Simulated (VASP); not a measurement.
A run of VASP 6.6.1 is set up as follows.

The input INCAR:

```
PREC = Accurate
ENCUT = 520
EDIFF = 1E-6
ISMEAR = 0
SIGMA = 0.1
LREAL = False
LASPH = True
NELM = 150
ALGO = Normal
ISIF = 2
LWAVE = False
LCHARG = False
ISPIN = 2
MAGMOM = 1 1
LORBIT = 11
GGA = PE
NBANDS = 12
```

Contents of KPOINTS:

```
regular mesh
0
Gamma
  3 3 4
```

Contents of POSCAR:

```
H
1.0
    5.1702470185      0.0000000000      0.0000000000
   -2.5851235093      4.4775652619      0.0000000000
    0.0000000000      0.0000000000      3.8495250000
H
2
Direct
    0.3333333300      0.6666666700      0.2500000000
    0.6666666700      0.3333333300      0.7500000000
```

Potentials or basis: VASP PAW PBE potentials, release 64 (H).

Command:

```bash
$ cat potpaw_PBE.64/H/POTCAR > POTCAR
$ mpirun -np 1 vasp_std > vasp.out
```

**Question.** Predict the pressure.

**Answer.** 0.1 GPa.

**Question.** What does it give for the net moment?

**Answer.** 2.00 μB per cell.

**Question.** Predict the band gap on the k mesh.

**Answer.** 6.61 eV (least direct gap 7.32 eV).

Caveat: the k points lie up to 0.47 Å⁻¹ apart; the atoms stand far beyond bonding distance. A k mesh can miss the band edges.
